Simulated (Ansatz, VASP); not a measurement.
One calculation of Hf, two programs

```
Hf
1.0
     3.20475    0.00000    0.00000
    -1.60238    2.77540    0.00000
     0.00000    0.00000    5.06701
Hf
2
Direct
  0.33333 0.66667 0.25000
  0.66667 0.33333 0.75000
```

Alike in both runs: functional PBE; k mesh 15 × 15 × 8; occupations gaussian, width 0.1 eV; no spin polarisation.

Ansatz relaxed the structure, and its values are those at the end. VASP's run is a single point on that final structure, the one shown.

```csv
,VASP,Ansatz
version,VASP 6.6.1,Ansatz 0.2.0
potentials or method,"VASP PAW PBE potentials, release 64 (Hf_pv), cutoff 500 eV","scalar-relativistic, plane waves, PAW"
valence electrons in the cell,20,52
```

Ansatz gave:

```
gap on the k mesh at the Fermi level (eV) : none
pressure (GPa)                            : 0.0
```

Question: What did VASP give for the same quantities?

Answer: gap on the k mesh at the Fermi level (eV): none; pressure (GPa): -0.4.

A gap of «none» marks a metal or a gap that the smearing closes. With one functional, cell and mesh, what is left measures potentials, basis and numerics. VASP's potentials hold 20 valence electrons a cell and Ansatz's 52, so a difference there can come from the potentials and not from the codes.

Neither program's run includes spin-orbit coupling.
